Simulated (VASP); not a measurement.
# MgS (Fm-3m) in VASP: notebook, part 3 of 3

VASP 6.6.1. The steps go on from the part before.

## 5. Single point, r2SCAN+rVV10

This run uses another cell than the first one, of 17.61 Å³/atom.

Input file POSCAR:

```
MgS
1.0
    0.0000000000      2.6016500000      2.6016500000
    2.6016500000      0.0000000000      2.6016500000
    2.6016500000      2.6016500000      0.0000000000
S Mg
1 1
Direct
    0.5000000000      0.5000000000      0.5000000000
    0.0000000000      0.0000000000      0.0000000000
```

Input file INCAR.step1:

```
PREC     = Accurate       # precision mode
ENCUT    = 520            # plane-wave cutoff, eV
ISMEAR   = -1             # smearing method
SIGMA    = 0.1            # smearing width, eV
LREAL    = False          # projectors in reciprocal space
LASPH    = True           # aspherical terms in the spheres
NELM     = 60             # most SCF steps
NBANDS   = 11             # bands
GGA      = PE             # functional
ALGO     = Normal         # electronic algorithm
EDIFF    = 1E-4           # SCF threshold, eV
LWAVE    = True           # write WAVECAR
LCHARG   = False          # write CHGCAR
```

Input file INCAR.step2:

```
PREC     = Accurate       # precision mode
ENCUT    = 520            # plane-wave cutoff, eV
EDIFF    = 1E-6           # SCF threshold, eV
ISMEAR   = -1             # smearing method
SIGMA    = 0.1            # smearing width, eV
LREAL    = False          # projectors in reciprocal space
LASPH    = True           # aspherical terms in the spheres
NELM     = 60             # most SCF steps
ALGO     = Normal         # electronic algorithm
ISIF     = 2              # what is computed and relaxed
LWAVE    = False          # write WAVECAR
LCHARG   = False          # write CHGCAR
METAGGA  = R2SCAN         # meta-GGA
LMIXTAU  = True         
LUSE_VDW = True         
IVDW_NL  = 2            
BPARAM   = 11.95        
CPARAM   = 0.0093       
NBANDS   = 11             # bands
ISTART   = 1
```

Input file KPOINTS:

```
regular mesh
0
Gamma
  9 9 9
```

Potentials or basis: VASP PAW PBE potentials, release 64 (S, Mg).

On the command line:

```bash
cat potpaw_PBE.64/S/POTCAR potpaw_PBE.64/Mg/POTCAR > POTCAR
cp INCAR.step1 INCAR
mpirun -np 1 vasp_std > vasp.out
cp INCAR.step2 INCAR
mpirun -np 1 vasp_std > vasp.out
```

OUTCAR:

```text
PREC = Accurate
   ENCUT = 520
   EDIFF = 1E-6
   ISMEAR = -1
   LREAL = False
   LASPH = True
   NELM = 60
   ISIF = 2
   METAGGA = R2SCAN
   IVDW_NL = 2
   BPARAM = 11.95
   ISTART = 1

 ion  position               nearest neighbor table
   1  0.500  0.500  0.500-   2 2.60   2 2.60   2 2.60   2 2.60   2 2.60   2 2.60
   2  0.000  0.000  0.000-   1 2.60   1 2.60   1 2.60   1 2.60   1 2.60   1 2.60

  LATTYP: Found a face centered cubic cell.
 ALAT       =     5.2033000000

  Lattice vectors:

 A1 = (   0.0000000000,   2.6016500000,   2.6016500000)
 A2 = (   2.6016500000,   0.0000000000,   2.6016500000)
 A3 = (   2.6016500000,   2.6016500000,   0.0000000000)

Analysis of symmetry for initial positions (statically):
=====================================================================
 Subroutine PRICEL returns:
 Original cell was already a primitive cell.

 Routine SETGRP: Setting up the symmetry group for a
 face centered cubic supercell.

 Subroutine GETGRP returns: Found 48 space group operations
 (whereof 48 operations were pure point group operations)
 out of a pool of 48 trial point group operations.

The static configuration has the point symmetry O_h .

Analysis of symmetry for dynamics (positions and initial velocities):
=====================================================================
 Subroutine PRICEL returns:
 Original cell was already a primitive cell.

 Routine SETGRP: Setting up the symmetry group for a
 face centered cubic supercell.

 Subroutine GETGRP returns: Found 48 space group operations
 (whereof 48 operations were pure point group operations)
 out of a pool of 48 trial point group operations.

The dynamic configuration has the point symmetry O_h .

 Subroutine INISYM returns: Found 48 space group operations
 (whereof 48 operations are pure point group operations),
 and found     1 'primitive' translations

[... 121 lines left out ...]
   AEXX    =    0.0000 exact exchange contribution
   IVDW_NL    =     2    kernel type
   BPARAM     =11.9500
   IVDW    =     0    specifies the selected vdW correction
   LEPSILON=     F    determine dielectric tensor
   LRPA    =     F    only Hartree local field effects (RPA)
 non-spin polarized calculation
  energy-cutoff  :      520.00
  volume of cell :       35.22
 maximum number of plane-waves:       958
   NGX = 13   NGY = 13   NGZ = 13

 number of electron       8.0000000 magnetization

 Free energy of the ion-electron system (eV)
  ---------------------------------------------------
  ext. energy  EPLUGINS =         0.00000000
  ---------------------------------------------------
  free energy    TOTEN  =       -15.28001707 eV

  energy without entropy =      -15.28001706  energy(sigma->0) =      -15.28001707

 E-fermi :   5.3062     XC(G=0): -10.1236

 val. band max:        3.4900611508   @ k =   0.0000   0.0000   0.0000
 cond. band min:       7.0277443511   @ k =   0.4444   0.4444   0.0000
 fundamental gap:      3.5376832003
 Fermi energy:         5.3061650068

 k-point     1 :       0.0000    0.0000    0.0000
  band No.  band energies     occupation
      1      -9.7014      2.00000
      2       3.4901      2.00000
      3       3.4901      2.00000
      4       3.4901      2.00000
      5       8.0672      0.00000
      6      11.9919      0.00000
      7      11.9919      0.00000
      8      11.9919      0.00000
      9      14.4180      0.00000
     10      14.4180      0.00000
     11      16.9643      0.00000
[... 309 lines left out ...]
 k-point    24 :       0.4444    0.4444    0.0000
  band No.  band energies     occupation
      1      -8.0441      2.00000
      2      -0.6987      2.00000
      3       1.7944      2.00000
      4       1.7944      2.00000
      5       7.0277      0.00000
      6       8.4364      0.00000
      7      16.2082      0.00000
      8      16.8518      0.00000
      9      17.5311      0.00000
     10      17.5311      0.00000
     11      20.6024      0.00000

 [... further k-points ...]

------------------------ aborting loop because EDIFF is reached ----------------------------------------

  FORCE on cell =-STRESS in cart. coord.  units (eV):
  Direction    XX          YY          ZZ          XY          YZ          ZX
  --------------------------------------------------------------------------------------
  -------------------------------------------------------------------------------------
  Total       -0.2353318     -0.2353318     -0.2353318      0.0000000      0.0000000     -0.0000000
  in kB      -10.7056864    -10.7056864    -10.7056864      0.0000000      0.0000000     -0.0000000
  external PRESSURE =     -10.7056864 kB  Pullay stress =       0.0000000 kB

 VOLUME and BASIS-vectors are now :
 -----------------------------------------------------------------------------
  energy-cutoff  :      520.00
  volume of cell :       35.22
      direct lattice vectors                 reciprocal lattice vectors
     0.000000000  2.601650000  2.601650000    -0.192185728  0.192185728  0.192185728
     2.601650000  0.000000000  2.601650000     0.192185728 -0.192185728  0.192185728
     2.601650000  2.601650000  0.000000000     0.192185728  0.192185728 -0.192185728

 POSITION                                       TOTAL-FORCE (eV/Angst)
 -----------------------------------------------------------------------------------
      2.60165      2.60165      2.60165        -0.000000      0.000000      0.000000
      0.00000      0.00000      0.00000         0.000000     -0.000000     -0.000000
 -----------------------------------------------------------------------------------
    total drift:                                0.000000      0.000000      0.000000

  FREE ENERGIE OF THE ION-ELECTRON SYSTEM (eV)
  ---------------------------------------------------
  free  energy   TOTEN  =       -15.2800170666 eV

  energy  without entropy=      -15.2800170640  energy(sigma->0) =      -15.28001707
```

OUTCAR.step1:

```text
PREC = Accurate
   ENCUT = 520
   ISMEAR = -1
   LREAL = False
   LASPH = True
[... 556 lines left out ...]
      2.60165      2.60165      2.60165        -0.000000      0.000000     -0.000000
      0.00000      0.00000      0.00000         0.000000     -0.000000      0.000000
 -----------------------------------------------------------------------------------
    total drift:                                0.000000      0.000000      0.000000

  FREE ENERGIE OF THE ION-ELECTRON SYSTEM (eV)
  ---------------------------------------------------
  free  energy   TOTEN  =        -8.5020312192 eV

  energy  without entropy=       -8.5020311651  energy(sigma->0) =       -8.50203119
```

OSZICAR.step1:

```text
N       E                     dE             d eps       ncg     rms          rms(c)
DAV:   1     0.229505488273E+02    0.22951E+02   -0.36332E+03   802   0.600E+02
DAV:   2    -0.746788229748E+01   -0.30418E+02   -0.28622E+02  1012   0.977E+01
DAV:   3    -0.889913538002E+01   -0.14313E+01   -0.14289E+01   967   0.232E+01
DAV:   4    -0.890740483973E+01   -0.82695E-02   -0.82688E-02   908   0.214E+00
DAV:   5    -0.890748021862E+01   -0.75379E-04   -0.75378E-04   941   0.199E-01    0.441E+00
DAV:   6    -0.854232076862E+01    0.36516E+00   -0.78894E-01   869   0.350E+00    0.345E+00
DAV:   7    -0.850216745379E+01    0.40153E-01   -0.21658E-01   926   0.202E+00    0.227E+00
DAV:   8    -0.850228292991E+01   -0.11548E-03   -0.14805E-02   827   0.735E-01    0.979E-01
DAV:   9    -0.850201448863E+01    0.26844E-03   -0.74512E-04   851   0.160E-01    0.343E-01
DAV:  10    -0.850203121922E+01   -0.16731E-04   -0.20192E-04   598   0.667E-02
   1 F= -.85020312E+01 E0= -.85020312E+01  d E =-.541128E-07
```

Wall time 56 s (1 thread of AMD EPYC 9R45 (Zen 5), shared host); peak memory 0.23 GiB.

Results:

| Property | Result |
| --- | --- |
| Free energy | -15.2800 eV |
| Pressure | -1.1 GPa |
| Band gap on the k mesh | 3.54 eV (least direct gap 4.58 eV) |

Caveat: the PAW data sets were made with another functional, which shifts forces and pressure a little; an odd mesh through Γ misses points on the zone boundary, where band edges can lie.

## 6. Summary

```csv
level,potentials or basis,cell,cutoff (eV),smearing,gap on the mesh (eV),pressure (GPa)
LDA,"VASP PAW LDA potentials, release 64 (S, Mg_sv)","a = 3.630 Å, angles 60.0°, 2 atoms",840,fermi-dirac 0.05 eV,2.79,-0.2
PBE exchange alone,"VASP PAW PBE potentials, release 64 (S, Mg)","a = 3.416 Å, angles 60.0°, 2 atoms",520,fermi-dirac 0.1 eV,3.53,41.2
PBEsol,"VASP PAW PBE potentials, release 64 (S, Mg)","a = 3.679 Å, angles 60.0°, 2 atoms",520,fermi-dirac 0.01 eV,2.83,-1.1
r2SCAN+rVV10,"VASP PAW PBE potentials, release 64 (S, Mg)","a = 3.679 Å, angles 60.0°, 2 atoms",520,fermi-dirac 0.1 eV,3.54,-1.1
```

Alike in all rows: task single point; no spin polarisation; k mesh 9 × 9 × 9.

Caveats: an odd mesh through Γ misses points on the zone boundary, where band edges can lie; the PAW data sets were made with another functional, which shifts forces and pressure a little (at least some runs); the cell stands under pressure (at least some runs).

Absolute energies hang on the potentials; compare differences alone.
